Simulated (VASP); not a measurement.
The system is TaN.

```
Ta N
1.0
     5.19600    0.00000    0.00000
    -2.59800    4.49987    0.00000
     0.00000    0.00000    2.91100
Ta N
3 3
Direct
  0.33333 0.66667 0.50000
  0.66667 0.33333 0.50000
  0.00000 0.00000 0.00000
  0.39285 0.00000 0.00000
  0.60715 0.60715 0.00000
  0.00000 0.39285 0.00000
```

- Program: VASP 6.6.1
- Task: relaxation of cell and atoms
- Functional: PBE
- Potentials or basis: VASP PAW PBE potentials, release 64 (Ta_pv, N)
- Cutoff: 600 eV
- k mesh: 7 × 7 × 11
- Occupations: fermi-dirac, width 0.1 eV
- Spin: no spin polarisation

At the start: pressure 5.6 GPa; volume 11.34 Å³/atom.

Problem. How do energy, volume and symmetry change on relaxing?

Solution. Over 7 steps the energy falls by 3.5 meV/atom and the volume is 11.55 Å³/atom (+1.8 %); space group P-62m (No. 189, to 0.1 Å) before and after.

The path:
```
step  energy change (eV)  largest force (eV/Å)  pressure (GPa)  volume (Å³)
   1              0.0000                0.0391            5.62        68.06
   2              0.0836                0.2372          -11.44        72.06
   3             -0.0207                0.0527           -0.10        69.27
   4             -0.0207                0.0510            0.02        69.24
   5             -0.0212                0.0222            0.06        69.25
   6             -0.0212                0.0238            0.06        69.25
   7             -0.0212                0.0006           -0.07        69.29
```

Final structure:
```xyz
6
Lattice="5.2326 0.0000 0.0000 -2.6163 4.5315 0.0000 0.0000 0.0000 2.9222" Properties=species:S:1:pos:R:3 pbc="T T T"
Ta    0.0000    3.0210    1.4611
Ta    2.6163    1.5105    1.4611
Ta   -2.6163    4.5315    0.0000
N    -0.5634    4.5315    2.9222
N     1.5898    2.7536    2.9222
N    -1.0265    1.7779    0.0000
```
